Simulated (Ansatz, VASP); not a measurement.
# Two plane-wave programs on TaN

```
CELL_PARAMETERS angstrom
2.90862 0.00000 0.00000
-1.45431 2.51894 0.00000
0.00000 0.00000 2.88300
ATOMIC_POSITIONS crystal
Ta 0.33333 0.66667 0.50000
N 0.00000 0.00000 0.00000
```

Change from the starting cell: equal xx and yy strain of -1 %, PAW files.

Alike in both runs: task electric field gradients; functional PBE; k mesh 12 × 12 × 10; occupations fermi-dirac, width 0.02 eV; no spin polarisation.

|  | VASP | Ansatz |
| --- | --- | --- |
| version | VASP 6.6.1 | Ansatz 0.2.0 |
| potentials or method | VASP PAW PBE potentials, release 64 (Ta_pv, N) | PAW with Ansatz's default frozen-core files, scalar-relativistic |
| plane-wave cutoff (eV) | 520 | 420 |
| valence electrons in the cell | 16 | 18 |

Ansatz gave:

| Property | Result |
| --- | --- |
| pressure (GPa) | 11.9 |
| traceless stress, the component that is largest in VASP (GPa) | -3.18 |
| size of Vzz on the site where it differs most (V/Å²) | 57.3 |

**Question.** Which values does VASP return?

**Answer.** Pressure (GPa): 12.7; traceless stress, the component that is largest in VASP (GPa): -3.06; size of Vzz on the site where it differs most (V/Å²): 23.3.

VASP's potentials hold 16 valence electrons a cell and Ansatz's 18, so a difference there can come from the potentials and not from the codes.

Spin-orbit coupling is off throughout.
